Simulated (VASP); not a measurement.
# HfC (Fm-3m) in VASP: notebook

The runs below take HfC through single point, with PBE, PBEsol.

Program: VASP 6.6.1. These are calculated values, not measurements. Logs are shortened: lines on timing, memory, paths and dates and some standing lists are left out, and cuts for length are marked.

## Step 1: The cell of the first run

It takes space group Fm-3m (No. 225, cubic). The conventional cell has a = 4.741 Å, b = 4.741 Å, c = 4.741 Å, α = 90.00°, β = 90.00°, γ = 90.00°. Hf (site symmetry m-3m) has 6 C at 2.37 Å within 3.1 Å. C (site symmetry m-3m) has 6 Hf at 2.37 Å within 3.1 Å.

## Step 2: Single point, PBE

The input, INCAR:

```
PREC = Accurate
ENCUT = 520
EDIFF = 1E-7
ISMEAR = -1
SIGMA = 0.05
LREAL = False
LASPH = True
NELM = 60
ALGO = Normal
ISIF = 2
LWAVE = False
LCHARG = False
GGA = PE
NBANDS = 14
```

The input, KPOINTS:

```
Automatic mesh
0
Gamma
  10 10 10
```

The input, POSCAR:

```
HfC
1.0
    0.0000000000      2.3705998121      2.3705998121
    2.3705998121      0.0000000000      2.3705998121
    2.3705998121      2.3705998121      0.0000000000
Hf C
1 1
Direct
    0.5000000000      0.5000000000      0.5000000000
    0.0000000000      0.0000000000      0.0000000000
```

Potentials or basis: VASP PAW PBE potentials, release 64 (Hf_pv, C).

On the command line:

```
$ cat potpaw_PBE.64/Hf_pv/POTCAR potpaw_PBE.64/C/POTCAR > POTCAR
$ mpirun -np 1 vasp_std > vasp.out
```

OUTCAR:

```text
PREC = Accurate
   ENCUT = 520
   EDIFF = 1E-7
   ISMEAR = -1
   LREAL = False
   LASPH = True
   NELM = 60
   ISIF = 2
   GGA = PE

 ion  position               nearest neighbor table
   1  0.500  0.500  0.500-   2 2.37   2 2.37   2 2.37   2 2.37   2 2.37   2 2.37
   2  0.000  0.000  0.000-   1 2.37   1 2.37   1 2.37   1 2.37   1 2.37   1 2.37

  LATTYP: Found a face centered cubic cell.
 ALAT       =     4.7411996242

  Lattice vectors:

 A1 = (   0.0000000000,   2.3705998121,   2.3705998121)
 A2 = (   2.3705998121,   0.0000000000,   2.3705998121)
 A3 = (   2.3705998121,   2.3705998121,   0.0000000000)

Analysis of symmetry for initial positions (statically):
=====================================================================
 Subroutine PRICEL returns:
 Original cell was already a primitive cell.

 Routine SETGRP: Setting up the symmetry group for a
 face centered cubic supercell.

 Subroutine GETGRP returns: Found 48 space group operations
 (whereof 48 operations were pure point group operations)
 out of a pool of 48 trial point group operations.

The static configuration has the point symmetry O_h .

Analysis of symmetry for dynamics (positions and initial velocities):
=====================================================================
 Subroutine PRICEL returns:
 Original cell was already a primitive cell.

 Routine SETGRP: Setting up the symmetry group for a
 face centered cubic supercell.

 Subroutine GETGRP returns: Found 48 space group operations
 (whereof 48 operations were pure point group operations)
 out of a pool of 48 trial point group operations.

The dynamic configuration has the point symmetry O_h .

 Subroutine INISYM returns: Found 48 space group operations
 (whereof 48 operations are pure point group operations),
 and found     1 'primitive' translations

----------------------------------------------------------------------------------------

                                     Primitive cell

  volume of cell :      26.6443

  direct lattice vectors                    reciprocal lattice vectors
     0.000000000  2.370599812  2.370599812    -0.210917084  0.210917084  0.210917084
     2.370599812  0.000000000  2.370599812     0.210917084 -0.210917084  0.210917084
     2.370599812  2.370599812  0.000000000     0.210917084  0.210917084 -0.210917084

  length of vectors
     3.352534405  3.352534405  3.352534405     0.365319106  0.365319106  0.365319106

  position of ions in fractional coordinates (direct lattice)
     0.500000000  0.500000000  0.500000000
     0.000000000  0.000000000  0.000000000

  ion indices of the primitive-cell ions
   primitive index   ion index
                 1           1
                 2           2

----------------------------------------------------------------------------------------

 KPOINTS: Automatic mesh

Automatic generation of k-mesh.
 Grid dimensions read from file:
 generate k-points for:   10   10   10

 Generating k-lattice:

  Cartesian coordinates                     Fractional coordinates (reciprocal lattice)
    -0.021091708  0.021091708  0.021091708     0.100000000  0.000000000  0.000000000
     0.021091708 -0.021091708  0.021091708     0.000000000  0.100000000  0.000000000
     0.021091708  0.021091708 -0.021091708     0.000000000  0.000000000  0.100000000

  Length of vectors
     0.036531911  0.036531911  0.036531911

  Shift w.r.t. Gamma in fractional coordinates (k-lattice)
     0.000000000  0.000000000  0.000000000

 Subroutine IBZKPT returns following result:
 ===========================================

 Found     47 irreducible k-points:

 Following reciprocal coordinates:
            Coordinates               Weight
  0.000000  0.000000  0.000000      1.000000
  0.100000  0.000000  0.000000      8.000000
  0.200000  0.000000  0.000000      8.000000
  0.300000  0.000000  0.000000      8.000000
  0.400000  0.000000  0.000000      8.000000
  0.500000  0.000000  0.000000      4.000000
[... 16 lines left out ...]
  0.300000  0.300000  0.000000      6.000000
  0.400000  0.300000  0.000000     24.000000
 [... further k-points ...]
   k-points           NKPTS =     47   k-points in BZ     NKDIM =     47   number of bands    NBANDS=     14
   number of dos      NEDOS =    301   number of ions     NIONS =      2
   total plane-waves  NPLWV =  21952
   dimension x,y,z NGX =    28 NGY =   28 NGZ =   28
   dimension x,y,z NGXF=    56 NGYF=   56 NGZF=   56
   ions per type =               1   1
   NGX,Y,Z   is equivalent  to a cutoff of  13.88, 13.88, 13.88 a.u.
   NGXF,Y,Z  is equivalent  to a cutoff of  27.77, 27.77, 27.77 a.u.
 SYSTEM =  unknown system
   PREC   = accura    normal or accurate (medium, high low for compatibility)
   ISTART =      0    job   : 0-new  1-cont  2-samecut
   ICHARG =      2    charge: 1-file 2-atom 10-const
   ISPIN  =      1    spin polarized calculation?
   LNONCOLLINEAR =      F non collinear calculations
   LSORBIT =      F    spin-orbit coupling
   LASPH  =      T    aspherical Exc in radial PAW
   ENCUT  =  520.0 eV  38.22 Ry    6.18 a.u.   6.23  6.23  6.23*2*pi/ulx,y,z
   NELM   =     60;   NELMIN=  2; NELMDL= -5     # of ELM steps
   EDIFF  = 0.1E-06   stopping-criterion for ELM
   LREAL  =      F    real-space projection
   EDIFFG = 0.1E-05   stopping-criterion for IOM
   NSW    =      0    number of steps for IOM
   IBRION =     -1    ionic relax: 0-MD 1-quasi-New 2-CG
   NFREE  =      0    steps in history (QN), initial steepest desc. (CG)
   ISIF   =      2    stress and relaxation
   ISYM   =      2    0-nonsym 1-usesym 2-fastsym
   POTIM  = 0.5000    time-step for ionic-motion
   TEBEG  =    0.0;   TEEND  =   0.0 temperature during run
   PSTRESS=    0.0 pullay stress
   NELECT =      14.0000    total number of electrons
   NUPDOWN=      -1.0000    fix difference up-down
   EMIN   =  10.00;   EMAX   =-10.00  energy-range for DOS
   EFERMI =   0.00;   METHOD = LEGACY
   ISMEAR =    -1;   SIGMA  =   0.05  broadening in eV -4-tet -1-fermi 0-gaus
   EFERMI_NEDOS =   21; number of points for ismear=-14 and -15
   IALGO  =     38    algorithm
   IMIX   =      4    mixing-type and parameters
     AMIX     =   0.40;   BMIX     =  1.00
     AMIX_MAG =   1.60;   BMIX_MAG =  1.00
  volume/ion in A,a.u.               =      13.32        89.90
  Fermi-wavevector in a.u.,A,eV,Ry     =   1.321040  2.496403 23.744158  1.745146
  Thomas-Fermi vector in A             =   2.450823
   LORBIT       =      0    0 simple, 1 ext, 2 COOP (PROOUT), +10 PAW based schemes
   GGA     = PE    functional components
[... 5 lines left out ...]
 non-spin polarized calculation
  energy-cutoff  :      520.00
  volume of cell :       26.64
 maximum number of plane-waves:       728
 NGX is ok and might be reduce to    28
   NGX = 13   NGY = 13   NGZ = 13

 number of electron      14.0000000 magnetization

 Free energy of the ion-electron system (eV)
  ---------------------------------------------------
  ext. energy  EPLUGINS =         0.00000000
  ---------------------------------------------------
  free energy    TOTEN  =       -20.97993345 eV

  energy without entropy =      -20.97675031  energy(sigma->0) =      -20.97834188

 E-fermi :   5.5634     XC(G=0): -12.0001

 val. band max:        5.5546882105   @ k =   0.1000   0.0000   0.0000
 cond. band min:       5.5717141195   @ k =   0.2000   0.2000   0.0000
 fundamental gap:      0.0170259090
 Fermi energy:         5.5634002998

 k-point     1 :       0.0000    0.0000    0.0000
  band No.  band energies     occupation
      1     -24.3436      2.00000
      2     -24.3436      2.00000
      3     -24.3436      2.00000
      4      -6.5001      2.00000
      5       6.4840      0.00000
      6       6.4840      0.00000
      7       6.4840      0.00000
      8       6.8803      0.00000
      9       6.8803      0.00000
     10       6.8803      0.00000
     11       8.7208      0.00000
     12       8.7208      0.00000
     13      11.6671      0.00000
     14      16.3444      0.00000

 k-point     2 :       0.1000    0.0000    0.0000
  band No.  band energies     occupation
      1     -24.3977      2.00000
      2     -24.3490      2.00000
      3     -24.3490      2.00000
      4      -6.2722      2.00000
      5       5.1695      1.99924
      6       5.5547      1.08690
      7       5.5547      1.08690
      8       7.2600      0.00000
      9       7.2600      0.00000
     10       7.5859      0.00000
     11       9.7525      0.00000
     12       9.7525      0.00000
     13      12.2342      0.00000
     14      16.9838      0.00000

 k-point     3 :       0.2000    0.0000    0.0000
  band No.  band energies     occupation
      1     -24.5367      2.00000
      2     -24.3633      2.00000
      3     -24.3633      2.00000
      4      -5.6312      2.00000
      5       3.4362      2.00000
      6       4.3861      2.00000
      7       4.3861      2.00000
      8       7.9494      0.00000
      9       7.9494      0.00000
     10       8.0766      0.00000
     11      11.6134      0.00000
     12      11.6134      0.00000
     13      13.4070      0.00000
     14      18.4329      0.00000
[... 324 lines left out ...]
 k-point    23 :       0.3000    0.3000    0.0000
  band No.  band energies     occupation
      1     -24.6673      2.00000
      2     -24.4659      2.00000
      3     -24.4659      2.00000
      4      -4.7956      2.00000
      5       1.8596      2.00000
      6       4.7113      2.00000
      7       5.1045      1.99979
      8       5.1045      1.99979
      9       9.7910      0.00000
     10      11.1496      0.00000
     11      11.1496      0.00000
     12      12.2586      0.00000
     13      17.1065      0.00000
     14      18.5508      0.00000

 k-point    24 :       0.4000    0.3000    0.0000
  band No.  band energies     occupation
      1     -24.7349      2.00000
      2     -24.5020      2.00000
      3     -24.4857      2.00000
      4      -4.5228      2.00000
      5       1.8982      2.00000
      6       3.8310      2.00000
      7       4.8144      2.00000
      8       5.7328      0.06531
      9      10.5388      0.00000
     10      11.4736      0.00000
     11      11.6044      0.00000
     12      13.1205      0.00000
     13      16.2571      0.00000
     14      17.5608      0.00000

 [... further k-points ...]
[... 5 lines left out ...]
  --------------------------------------------------------------------------------------
  -------------------------------------------------------------------------------------
  Total       -2.1160190     -2.1160190     -2.1160190      0.0000000      0.0000000     -0.0000000
  in kB     -127.2405107   -127.2405107   -127.2405107      0.0000000      0.0000000     -0.0000000
  external PRESSURE =    -127.2405107 kB  Pullay stress =       0.0000000 kB

 VOLUME and BASIS-vectors are now :
 -----------------------------------------------------------------------------
  energy-cutoff  :      520.00
  volume of cell :       26.64
      direct lattice vectors                 reciprocal lattice vectors
     0.000000000  2.370599812  2.370599812    -0.210917084  0.210917084  0.210917084
     2.370599812  0.000000000  2.370599812     0.210917084 -0.210917084  0.210917084
     2.370599812  2.370599812  0.000000000     0.210917084  0.210917084 -0.210917084

 POSITION                                       TOTAL-FORCE (eV/Angst)
 -----------------------------------------------------------------------------------
      2.37060      2.37060      2.37060         0.000000     -0.000000     -0.000000
      0.00000      0.00000      0.00000         0.000000      0.000000      0.000000
 -----------------------------------------------------------------------------------
    total drift:                                0.000000      0.000000      0.000000

  FREE ENERGIE OF THE ION-ELECTRON SYSTEM (eV)
  ---------------------------------------------------
  free  energy   TOTEN  =       -20.9799334513 eV

  energy  without entropy=      -20.9767503102  energy(sigma->0) =      -20.97834188
```

Wall time 24 s (1 thread of AMD EPYC 7R43 (Zen 3), shared host); peak memory 0.13 GiB.

What came out:

```
Free energy            : -20.9799 eV
Pressure               : -12.7 GPa
Band gap on the k mesh : zero (band 7 reaches 6.48 eV, above the bottom of band 8 at 5.10 eV)
```

Caveat: spin-orbit coupling is left out, which moves the levels of the heavy elements.

## Step 3: Single point, PBEsol, non-collinear spin, zero start, spin-orbit coupling

This run uses another cell than the first one, of 12.57 Å³/atom, 0.943 times its volume.

The input, INCAR:

```
SYSTEM = HfC
PREC     = Accurate       ! precision mode
ENCUT    = 520            ! plane-wave cutoff, eV
EDIFF    = 1E-6           ! SCF threshold, eV
ISMEAR   = -1             ! smearing method
SIGMA    = 0.05           ! smearing width, eV
LREAL    = .False.        ! projectors in reciprocal space
LASPH    = .True.         ! aspherical terms in the spheres
NELM     = 150            ! most SCF steps
ALGO     = Normal         ! electronic algorithm
ISIF     = 2              ! what is computed and relaxed
LWAVE    = .False.        ! write WAVECAR
LCHARG   = .False.        ! write CHGCAR
MAGMOM   = 0 0 0 0 0 0    ! initial moments
LORBIT   = 11             ! projections on sites
LSORBIT  = .True.         ! spin-orbit coupling
GGA_COMPAT= .False.      
LORBMOM  = .True.       
LMAXMIX  = 4              ! l up to which the mixer works
GGA      = PS             ! functional
NBANDS   = 26             ! bands
```

The input, KPOINTS:

```
regular mesh
0
Gamma
  10 10 10
  0 0 0
```

The input, POSCAR:

```
HfC
1.0
    0.0000000000      2.3250000000      2.3250000000
    2.3250000000      0.0000000000      2.3250000000
    2.3250000000      2.3250000000      0.0000000000
Hf C
1 1
Direct
    0.5000000000      0.5000000000      0.5000000000
    0.0000000000      0.0000000000      0.0000000000
```

Potentials or basis: VASP PAW PBE potentials, release 64 (Hf_pv, C).

On the command line:

```
$ cat potpaw_PBE.64/Hf_pv/POTCAR potpaw_PBE.64/C/POTCAR > POTCAR
$ mpirun -np 1 vasp_ncl > vasp.out
```

It took 62 s on 1 thread of AMD EPYC 7R43 (Zen 3), shared host; peak memory 0.19 GiB.

The run converged. Its results:

| Property | Result |
| --- | --- |
| Free energy | -22.8364 eV |
| Pressure | -7.1 GPa |
| Net moment | 0.00 μB per cell |
| Valence electrons inside the program's atomic spheres | Hf 8.67; C 2.36 |

Moments on the atoms (μB; x, y, z):
```
Hf  0.00 0.00 0.00
C   0.00 0.00 0.00
```

Caveat: the PAW data sets were made with another functional, which shifts forces and pressure a little.

## Step 4: Single point, PBE

This run uses another cell than the first one, of 12.57 Å³/atom, 0.943 times its volume.

The input, INCAR:

```
SYSTEM = HfC
  ALGO = Normal
  EDIFF = 1E-7
  ENCUT = 520
  GGA = PE
  ISIF = 2
  ISMEAR = -1
  LASPH = .TRUE.
  LCHARG = .FALSE.
  LREAL = .FALSE.
  LWAVE = .FALSE.
  NBANDS = 14
  NELM = 100
  PREC = Accurate
  SIGMA = 0.02
```

The input, KPOINTS:

```
k-points
0
G
  6 6 6
  0 0 0
```

POSCAR is that of step 3.

On the command line:

```
$ cat potpaw_PBE.64/Hf_pv/POTCAR potpaw_PBE.64/C/POTCAR > POTCAR
$ mpirun -np 1 vasp_std > vasp.out
```

Wall time 2.8 s (1 thread of Intel Xeon 6975P-C (Granite Rapids), shared host); peak memory 0.13 GiB.

The run converged. Its results:

```yaml
Free_energy: -21.0326 eV
Pressure: -0.5 GPa
Band_gap_on_the_k_mesh: zero (band 7 reaches 6.96 eV, above the bottom of band 8 at 5.60 eV)
```

Levels at points of the mesh, in eV from the Fermi level:
```
           k point  band 4  band 5  band 6  band 7  band 8  band 9  band 10  band 11
(0.00, 0.00, 0.00)  -12.15    1.16    1.16    1.16    1.54    1.54     1.54     3.54
(0.50, 0.00, 0.00)   -8.41   -5.98   -2.82   -2.82    5.47    5.47     5.94     6.70
(0.50, 0.50, 0.00)  -10.25   -2.43   -1.62    0.06    0.06    5.46     6.89     6.89
```

Caveat: the k points lie up to 0.39 Å⁻¹ apart; spin-orbit coupling is left out, which moves the levels of the heavy elements.

## Step 5: Summary

```tsv
level	spin	cell	k mesh	smearing	gap on the mesh (eV)	pressure (GPa)
PBE	off	a = 3.353 Å, angles 60.0°, 2 atoms	10 × 10 × 10	fermi-dirac 0.05 eV	none	-12.7
PBEsol	non-collinear, zero start, SOC	a = 3.288 Å, angles 60.0°, 2 atoms	10 × 10 × 10	fermi-dirac 0.05 eV	-	-7.1
PBE	off	a = 3.288 Å, angles 60.0°, 2 atoms	6 × 6 × 6	fermi-dirac 0.02 eV	none	-0.5
```

Alike in all rows: task single point; potentials or basis VASP PAW PBE potentials, release 64 (Hf_pv, C); cutoff (eV) 520.

Caveats: some runs use coarse meshes; spin-orbit coupling is left out, which moves the levels of the heavy elements (some runs); the PAW data sets were made with another functional, which shifts forces and pressure a little (some runs).

Absolute energies hang on the potentials; compare differences alone.
